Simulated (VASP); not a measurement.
# GaN (P6_3mc) in VASP: further runs

Runs on GaN. Level: PBE. Tasks: single point, relaxation of cell and atoms.

All numbers are computed with VASP 6.6.1; they aren't measurements. Logs are shortened: lines on timing, memory, paths and dates and some standing lists are left out, and cuts for length are marked.

## (1) The cell of the first run

The structure is hexagonal, space group P6_3mc (No. 186). Conventional cell: a = 3.011 Å, b = 3.011 Å, c = 14.751 Å, α = 90.00°, β = 90.00°, γ = 120.00°. Ga (site symmetry 3m) has 4 N at 1.84 Å within 2.4 Å. Ga (site symmetry 3m) has 4 N at 1.84 Å within 2.4 Å. Within 2.4 Å of Ga (site symmetry 3m) lie 4 N at 1.84 Å. N (site symmetry 3m) has 4 Ga at 1.84 Å within 2.4 Å. Within 2.4 Å of N (site symmetry 3m) lie 4 Ga at 1.84 Å. Within 2.4 Å of N (site symmetry 3m) lie 4 Ga at 1.84 Å.

The cell was generated, and may not be a known phase.

## (2) Single point, PBE

The input, INCAR:

```
ALGO = Normal ; EDIFF = 1E-6
ENCUT = 520 ; GGA = PE
ISIF = 2 ; ISMEAR = 0
LASPH = T ; LCHARG = T
LELF = T ; LREAL = F
LVHAR = T ; LWAVE = F
NBANDS = 66 ; NELM = 100
PREC = Accurate ; SIGMA = 0.1
```

The input, KPOINTS:

```
k-points
0
Gamma
  6 6 2
```

The input, POSCAR:

```
GaN
1.0
    3.0110769700      0.0000000000      0.0000000000
   -1.5055384900      2.6076691500      0.0000000000
    0.0000000000      0.0000000000     14.7511913500
Ga N
6 6
Direct
    0.0000000000      0.0000000000      0.1875000000
    0.0000000000      0.0000000000      0.6875000000
    0.3333333300      0.6666666700      0.5208299800
    0.6666666700      0.3333333300      0.0208299800
    0.3333333300      0.6666666700      0.8541700200
    0.6666666700      0.3333333300      0.3541700200
    0.0000000000      0.0000000000      0.3125000000
    0.0000000000      0.0000000000      0.8125000000
    0.3333333300      0.6666666700      0.9791700200
    0.6666666700      0.3333333300      0.4791700200
    0.3333333300      0.6666666700      0.6458299800
    0.6666666700      0.3333333300      0.1458299800
```

Potentials or basis: VASP PAW PBE potentials, release 64 (Ga_d, N).

Command:

```sh
cat potpaw_PBE.64/Ga_d/POTCAR potpaw_PBE.64/N/POTCAR > POTCAR
mpirun -np 1 vasp_std > vasp.out
```

OUTCAR:

```text
EDIFF = 1E-6
   ENCUT = 520
   GGA = PE
   ISIF = 2
   ISMEAR = 0
   LASPH = T
   LREAL = F
   NELM = 100
   PREC = Accurate

 ion  position               nearest neighbor table
   1  0.000  0.000  0.188-   7 1.84  12 1.84  12 1.84  12 1.84
   2  0.000  0.000  0.688-   8 1.84  11 1.84  11 1.84  11 1.84
   3  0.333  0.667  0.521-  10 1.84  10 1.84  10 1.84  11 1.84
   4  0.667  0.333  0.021-   9 1.84   9 1.84   9 1.84  12 1.84
   5  0.333  0.667  0.854-   9 1.84   8 1.84   8 1.84   8 1.84
   6  0.667  0.333  0.354-  10 1.84   7 1.84   7 1.84   7 1.84
   7  0.000  0.000  0.312-   1 1.84   6 1.84   6 1.84   6 1.84
   8  0.000  0.000  0.812-   2 1.84   5 1.84   5 1.84   5 1.84
   9  0.333  0.667  0.979-   4 1.84   4 1.84   4 1.84   5 1.84
  10  0.667  0.333  0.479-   3 1.84   3 1.84   3 1.84   6 1.84
  11  0.333  0.667  0.646-   3 1.84   2 1.84   2 1.84   2 1.84
  12  0.667  0.333  0.146-   4 1.84   1 1.84   1 1.84   1 1.84

  LATTYP: Found a hexagonal cell.
 ALAT       =     3.0110769700
 C/A-ratio  =     4.8989751830

  Lattice vectors:

 A1 = (   3.0110769700,   0.0000000000,   0.0000000000)
 A2 = (  -1.5055384900,   2.6076691500,   0.0000000000)
 A3 = (   0.0000000000,   0.0000000000,  14.7511913500)

Analysis of symmetry for initial positions (statically):
=====================================================================
 Subroutine PRICEL returns:
 Original cell was already a primitive cell.

 Routine SETGRP: Setting up the symmetry group for a
 hexagonal supercell.

 Subroutine GETGRP returns: Found 12 space group operations
 (whereof  6 operations were pure point group operations)
 out of a pool of 24 trial point group operations.

The static configuration has the point symmetry C_3v.
 The point group associated with its full space group is C_6v.

Analysis of symmetry for dynamics (positions and initial velocities):
=====================================================================
 Subroutine PRICEL returns:
 Original cell was already a primitive cell.

 Routine SETGRP: Setting up the symmetry group for a
 hexagonal supercell.

 Subroutine GETGRP returns: Found 12 space group operations
 (whereof  6 operations were pure point group operations)
 out of a pool of 24 trial point group operations.

The dynamic configuration has the point symmetry C_3v.
 The point group associated with its full space group is C_6v.

 Subroutine INISYM returns: Found 12 space group operations
 (whereof  6 operations are pure point group operations),
 and found     1 'primitive' translations

----------------------------------------------------------------------------------------

                                     Primitive cell

  volume of cell :     115.8248

  direct lattice vectors                    reciprocal lattice vectors
     3.011076970  0.000000000  0.000000000     0.332107087  0.191742116  0.000000000
    -1.505538490  2.607669150  0.000000000     0.000000000  0.383484232  0.000000000
     0.000000000  0.000000000 14.751191350     0.000000000  0.000000000  0.067791135

  length of vectors
     3.011076970  3.011076974 14.751191350     0.383484232  0.383484232  0.067791135

  position of ions in fractional coordinates (direct lattice)
     0.000000000  0.000000000  0.187500000
     0.000000000  0.000000000  0.687500000
     0.333333330  0.666666670  0.520829980
     0.666666670  0.333333330  0.020829980
     0.333333330  0.666666670  0.854170020
     0.666666670  0.333333330  0.354170020
     0.000000000  0.000000000  0.312500000
     0.000000000  0.000000000  0.812500000
     0.333333330  0.666666670  0.979170020
     0.666666670  0.333333330  0.479170020
     0.333333330  0.666666670  0.645829980
     0.666666670  0.333333330  0.145829980

  ion indices of the primitive-cell ions
   primitive index   ion index
                 1           1
                 2           2
                 3           3
                 4           4
                 5           5
                 6           6
                 7           7
                 8           8
                 9           9
                10          10
                11          11
                12          12

----------------------------------------------------------------------------------------

 KPOINTS: k-points

Automatic generation of k-mesh.
 Grid dimensions read from file:
 generate k-points for:    6    6    2

 Generating k-lattice:

  Cartesian coordinates                     Fractional coordinates (reciprocal lattice)
     0.055351181  0.031957019  0.000000000     0.166666667  0.000000000  0.000000000
     0.000000000  0.063914039  0.000000000     0.000000000  0.166666667  0.000000000
     0.000000000  0.000000000  0.033895567     0.000000000  0.000000000  0.500000000

  Length of vectors
     0.063914039  0.063914039  0.033895567

  Shift w.r.t. Gamma in fractional coordinates (k-lattice)
     0.000000000  0.000000000  0.000000000

 Subroutine IBZKPT returns following result:
 ===========================================

 Found     14 irreducible k-points:

 Following reciprocal coordinates:
            Coordinates               Weight
  0.000000  0.000000  0.000000      1.000000
  0.166667  0.000000  0.000000      6.000000
  0.333333  0.000000  0.000000      6.000000
  0.500000  0.000000  0.000000      3.000000
  0.166667  0.166667  0.000000      6.000000
  0.333333  0.166667  0.000000     12.000000
  0.333333  0.333333  0.000000      2.000000
  0.000000  0.000000  0.500000      1.000000
  0.166667  0.000000  0.500000      6.000000
  0.333333  0.000000  0.500000      6.000000
  0.500000  0.000000  0.500000      3.000000
  0.166667  0.166667  0.500000      6.000000
  0.333333  0.166667  0.500000     12.000000
  0.333333  0.333333  0.500000      2.000000
   k-points           NKPTS =     14   k-points in BZ     NKDIM =     14   number of bands    NBANDS=     66
   number of dos      NEDOS =    301   number of ions     NIONS =     12
   total plane-waves  NPLWV =  64512
   dimension x,y,z NGX =    24 NGY =   24 NGZ =  112
   dimension x,y,z NGXF=    48 NGYF=   48 NGZF=  224
   ions per type =               6   6
   NGX,Y,Z   is equivalent  to a cutoff of  13.25, 13.25, 12.62 a.u.
   NGXF,Y,Z  is equivalent  to a cutoff of  26.50, 26.50, 25.24 a.u.
 SYSTEM =  unknown system
   PREC   = accura    normal or accurate (medium, high low for compatibility)
   ISTART =      0    job   : 0-new  1-cont  2-samecut
   ICHARG =      2    charge: 1-file 2-atom 10-const
   ISPIN  =      1    spin polarized calculation?
   LNONCOLLINEAR =      F non collinear calculations
   LSORBIT =      F    spin-orbit coupling
   LASPH  =      T    aspherical Exc in radial PAW
   ENCUT  =  520.0 eV  38.22 Ry    6.18 a.u.   5.60  5.60 27.43*2*pi/ulx,y,z
   NELM   =    100;   NELMIN=  2; NELMDL= -5     # of ELM steps
   EDIFF  = 0.1E-05   stopping-criterion for ELM
   LREAL  =      F    real-space projection
   EDIFFG = 0.1E-04   stopping-criterion for IOM
   NSW    =      0    number of steps for IOM
   IBRION =     -1    ionic relax: 0-MD 1-quasi-New 2-CG
   NFREE  =      0    steps in history (QN), initial steepest desc. (CG)
   ISIF   =      2    stress and relaxation
   ISYM   =      2    0-nonsym 1-usesym 2-fastsym
   POTIM  = 0.5000    time-step for ionic-motion
   TEBEG  =    0.0;   TEEND  =   0.0 temperature during run
   PSTRESS=    0.0 pullay stress
   NELECT =     108.0000    total number of electrons
   NUPDOWN=      -1.0000    fix difference up-down
   EMIN   =  10.00;   EMAX   =-10.00  energy-range for DOS
   EFERMI =   0.00;   METHOD = LEGACY
   ISMEAR =     0;   SIGMA  =   0.10  broadening in eV -4-tet -1-fermi 0-gaus
   EFERMI_NEDOS =   21; number of points for ismear=-14 and -15
   IALGO  =     38    algorithm
   IMIX   =      4    mixing-type and parameters
     AMIX     =   0.40;   BMIX     =  1.00
     AMIX_MAG =   1.60;   BMIX_MAG =  1.00
  volume/ion in A,a.u.               =       9.65        65.14
  Fermi-wavevector in a.u.,A,eV,Ry     =   1.599370  3.022371 34.803489  2.557984
  Thomas-Fermi vector in A             =   2.696673
   LORBIT       =      0    0 simple, 1 ext, 2 COOP (PROOUT), +10 PAW based schemes
   GGA     = PE    functional components
   LHFCALC =     F    Hartree Fock is set to
   AEXX    =    0.0000 exact exchange contribution
   IVDW    =     0    specifies the selected vdW correction
   LEPSILON=     F    determine dielectric tensor
   LRPA    =     F    only Hartree local field effects (RPA)
 non-spin polarized calculation
 Gauss-broadening in eV      SIGMA  =   0.10
  energy-cutoff  :      520.00
  volume of cell :      115.82
 maximum number of plane-waves:      3162
 NGX is ok and might be reduce to    24
   NGX = 11   NGY = 11   NGZ = 55

 number of electron     107.9999999 magnetization

 Free energy of the ion-electron system (eV)
  ---------------------------------------------------
  ext. energy  EPLUGINS =         0.00000000
  ---------------------------------------------------
  free energy    TOTEN  =       -69.46536173 eV

  energy without entropy =      -69.46536173  energy(sigma->0) =      -69.46536173

 E-fermi :   7.7772     XC(G=0): -12.6069

 val. band max:        7.3335404456   @ k =   0.0000   0.0000   0.0000
 cond. band min:      10.2134278826   @ k =   0.0000   0.0000   0.0000
 fundamental gap:      2.8798874370
 Fermi energy:         7.7772013521

 k-point     1 :       0.0000    0.0000    0.0000
  band No.  band energies     occupation
      1     -10.2378      2.00000
      2      -9.8620      2.00000
      3      -9.8249      2.00000
      4      -9.0950      2.00000
      5      -9.0620      2.00000
      6      -8.7712      2.00000
[... 58 lines left out ...]
     65      17.6839      0.00000
     66      18.3711      0.00000

 k-point     2 :       0.1667    0.0000    0.0000
  band No.  band energies     occupation
      1      -9.8876      2.00000
      2      -9.5561      2.00000
      3      -9.5199      2.00000
      4      -8.9143      2.00000
      5      -8.8830      2.00000
      6      -8.6576      2.00000
[... 58 lines left out ...]
     65      17.0372      0.00000
     66      17.5086      0.00000

 k-point     3 :       0.3333    0.0000    0.0000
  band No.  band energies     occupation
      1      -9.1479      2.00000
      2      -8.9567      2.00000
      3      -8.9250      2.00000
      4      -8.6187      2.00000
      5      -8.5923      2.00000
      6      -8.4882      2.00000
[... 748 lines left out ...]
     65      16.8583      0.00000
     66      16.8620      0.00000

 k-point    14 :       0.3333    0.3333    0.5000
  band No.  band energies     occupation
      1      -8.5587      2.00000
      2      -8.5587      2.00000
      3      -8.5066      2.00000
      4      -8.5066      2.00000
      5      -8.4854      2.00000
      6      -8.4854      2.00000
[... 58 lines left out ...]
     65      16.6195      0.00000
     66      16.6195      0.00000

------------------------ aborting loop because EDIFF is reached ----------------------------------------

  FORCE on cell =-STRESS in cart. coord.  units (eV):
  Direction    XX          YY          ZZ          XY          YZ          ZX
  --------------------------------------------------------------------------------------
  -------------------------------------------------------------------------------------
  Total       37.5328432     37.5328433     37.6651831     -0.0000001      0.0000000      0.0000000
  in kB      519.1831682    519.1831687    521.0137948     -0.0000010      0.0000000      0.0000000
  external PRESSURE =     519.7933773 kB  Pullay stress =       0.0000000 kB

 VOLUME and BASIS-vectors are now :
 -----------------------------------------------------------------------------
  energy-cutoff  :      520.00
  volume of cell :      115.82
      direct lattice vectors                 reciprocal lattice vectors
     3.011076970  0.000000000  0.000000000     0.332107087  0.191742116  0.000000000
    -1.505538490  2.607669150  0.000000000     0.000000000  0.383484232  0.000000000
     0.000000000  0.000000000 14.751191350     0.000000000  0.000000000  0.067791135

 POSITION                                       TOTAL-FORCE (eV/Angst)
 -----------------------------------------------------------------------------------
      0.00000      0.00000      2.76585         0.000000     -0.000000      0.015663
      0.00000      0.00000     10.14144        -0.000000      0.000000      0.015663
     -0.00000      1.73845      7.68286         0.000000     -0.000000     -0.034294
      1.50554      0.86922      0.30727        -0.000000      0.000000     -0.034294
     -0.00000      1.73845     12.60003         0.000000      0.000000     -0.036534
      1.50554      0.86922      5.22443        -0.000000     -0.000000     -0.036534
      0.00000      0.00000      4.60975         0.000000      0.000000      0.029935
      0.00000      0.00000     11.98534         0.000000      0.000000      0.029935
     -0.00000      1.73845     14.44392        -0.000000      0.000000      0.031299
      1.50554      0.86922      7.06833         0.000000     -0.000000      0.031299
     -0.00000      1.73845      9.52676        -0.000000      0.000000     -0.006068
      1.50554      0.86922      2.15117         0.000000     -0.000000     -0.006068
 -----------------------------------------------------------------------------------
    total drift:                               -0.000001     -0.000002      0.000049

  FREE ENERGIE OF THE ION-ELECTRON SYSTEM (eV)
  ---------------------------------------------------
  free  energy   TOTEN  =       -69.4653617305 eV

  energy  without entropy=      -69.4653617305  energy(sigma->0) =      -69.46536173
```

Run time: 1.9 min. Hardware: 1 thread of Intel Xeon Platinum 8488C (Sapphire Rapids), shared host; peak memory 0.27 GiB.

What came out:

```yaml
Free_energy: -69.4654 eV
Pressure: 52.0 GPa
Largest_force: 0.037 eV/Å
Band_gap_on_the_k_mesh: 2.88 eV
```

Forces in eV/Å, atoms in the order of the input:
```
Ga   0.000  0.000  0.016
Ga   0.000  0.000  0.016
Ga   0.000  0.000 -0.034
Ga   0.000  0.000 -0.034
Ga   0.000  0.000 -0.037
Ga   0.000  0.000 -0.037
N    0.000  0.000  0.030
N    0.000  0.000  0.030
N    0.000  0.000  0.031
N    0.000  0.000  0.031
N    0.000  0.000 -0.006
N    0.000  0.000 -0.006
```

Levels at points of the mesh, in eV from the valence-band top:
| k point | band 52 | band 53 | band 54 | band 55 | band 56 | band 57 |
| --- | --- | --- | --- | --- | --- | --- |
| (0.00, 0.00, 0.00) | -0.03 | 0.00 | 0.00 | 2.88 | 4.32 | 4.52 |
| (0.50, 0.00, 0.00) | -1.81 | -1.61 | -1.21 | 3.88 | 4.29 | 5.33 |
| (0.00, 0.00, 0.50) | -0.09 | -0.09 | -0.09 | 3.45 | 3.45 | 5.18 |
| (0.50, 0.00, 0.50) | -1.75 | -1.38 | -1.38 | 4.00 | 4.00 | 5.57 |

Caveat: the cell stands under pressure.

[end of part 1 of 2]
